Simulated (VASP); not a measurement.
## SnSe2: single point with PBE

Crystal: SnSe2.

```
CELL_PARAMETERS angstrom
3.81100 0.00000 0.00000
-1.90550 3.30042 0.00000
0.00000 0.00000 6.13600
ATOMIC_POSITIONS crystal
Sn 0.00000 0.00000 0.00000
Se 0.33333 0.66667 0.24900
Se 0.66667 0.33333 0.75100
```

```json
{"Program": "VASP 6.6.1", "Task": "single point", "Functional": "PBE", "Potentials or basis": "VASP PAW PBE potentials, release 64 (Sn_d, Se)", "Cutoff": "520 eV", "k mesh": "6 × 6 × 4", "Occupations": "methfessel-paxton, width 0.01 eV", "Spin": "no spin polarisation", "Dipole correction": "no", "Further INCAR settings": "ALGO = Normal; EDIFF = 1e-06; NBANDS = 20"}
```

The pressure is 5.7 GPa and the largest force is 0.796 eV/Å. The band gap on the k mesh is 0.82 eV, indirect (least direct gap 1.09 eV).

Forces in eV/Å, atoms in the order of the input:
```
Sn   0.000  0.000  0.000
Se   0.000  0.000  0.796
Se   0.000  0.000 -0.796
```

Stress tensor (GPa, compression positive):
```
5.21 0.00 0.00
0.00 5.21 0.00
0.00 0.00 6.57
```

Levels at points of the mesh, in eV from the valence-band top:
```tsv
k point	band 11	band 12	band 13	band 14	band 15	band 16
(0.00, 0.00, 0.00)	-0.39	-0.39	0.00	1.09	2.95	4.64
(0.50, 0.00, 0.00)	-2.68	-1.19	-0.30	1.16	3.80	5.45
(0.00, 0.00, 0.50)	-0.79	-0.24	-0.24	2.45	2.92	4.37
(0.50, 0.00, 0.50)	-1.99	-0.83	-0.69	0.87	4.26	4.85
```

Wall time 18 s on 1 thread of Intel(R) Xeon(R) Platinum 8488C (Sapphire Rapids) (shared host), peak memory 0.2 GiB.

Caveat: spin-orbit coupling is left out, which moves the levels of the heavy elements; this functional lacks dispersion, which binds the layers, so the pressure and a relaxed spacing across them are unreliable. A k mesh can miss the band edges.
